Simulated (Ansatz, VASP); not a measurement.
VCrC2 in VASP and in Ansatz

File INCAR:

```
PREC = Accurate ; ENCUT = 520
EDIFF = 1E-6 ; ISMEAR = -1
SIGMA = 0.05 ; LREAL = F
LASPH = T ; NELM = 150
ALGO = Normal ; ISIF = 2
LWAVE = F ; LCHARG = F
ISPIN = 2 ; MAGMOM = 3 2 0 0
LORBIT = 11 ; LMAXMIX = 4
GGA = PE ; NBANDS = 28
```

The input KPOINTS:

```
Automatic mesh
0
Gamma
  11 11 11
```

Contents of POSCAR:

```
VCrC2
1.0
    1.4606320425      0.8432963029      4.7393853233
   -1.4606320425      0.8432963029      4.7393853233
    0.0000000000     -1.6865926058      4.7393853233
Cr V C
1 1 2
Direct
    0.5000000000      0.5000000000      0.5000000000
    0.0000000000      0.0000000000      0.0000000000
    0.2487590000      0.2487590000      0.2487590000
    0.7512410000      0.7512410000      0.7512410000
```

The input input.yaml:

```yaml
crystal:
  lattice:
    - [1.4606320425, 0.8432963029, 4.7393853233]
    - [-1.4606320425, 0.8432963029, 4.7393853233]
    - [0.0, -1.6865926058, 4.7393853233]
  atoms:
    - { symbol: Cr, position: [0.5, 0.5, 0.5], spin: 3.0 }
    - { symbol: V, position: [0.0, 0.0, 0.0], spin: 2.0 }
    - { symbol: C, position: [0.248759, 0.248759, 0.248759] }
    - { symbol: C, position: [0.751241, 0.751241, 0.751241] }
hamiltonian:
  xc: pbe
  pseudopotentials: { kind: paw }
magnetization:
  spin_polarized: true
kpoints:
  mp_grid: { grid: [11, 11, 11] }
scf:
  occupations: { method: fermi_dirac, width: 0.05 }
output:
  forces: true
  stress: true
  eigenvalues: true
```

Alike in both runs: task single point; functional PBE; k mesh 11 × 11 × 11; occupations fermi-dirac, width 0.05 eV; collinear spin.

```csv
,VASP,Ansatz
version,VASP 6.6.1,Ansatz 0.2.0
potentials or method,"VASP PAW PBE potentials, release 64 (Cr_pv, V_sv, C)",Ansatz PAW
plane-wave cutoff (eV),520,420
valence electrons in the cell,33,35
```

Ansatz gave:

| Item | Value |
| --- | --- |
| gap on the k mesh at the Fermi level (eV) | none |
| pressure (GPa) | 0.4 |
| traceless stress, the component that is largest in VASP (GPa) | -2.22 |
| rms of the force components (eV/Å) | 0.008 |
| net moment per atom (μB) | 0.27 |
| size of the moment on the site where the two differ most (μB) | 1.05 |

Task: What did VASP give for the same quantities?

Result: gap on the k mesh at the Fermi level (eV): none; pressure (GPa): -1.8; traceless stress, the component that is largest in VASP (GPa): -0.62; rms of the force components (eV/Å): 0.002; net moment per atom (μB): 0.10; size of the moment on the site where the two differ most (μB): 0.43.

The net moments are unlike, so the other rows may belong to different states. Site moments also hang on the region over which each program counts them. Atom by atom the forces differ by 0.006 eV/Å (rms over components). A gap of «none» marks a metal or a gap that the smearing closes. VASP's potentials hold 33 valence electrons a cell and Ansatz's 35, so a difference there can come from the potentials and not from the codes.
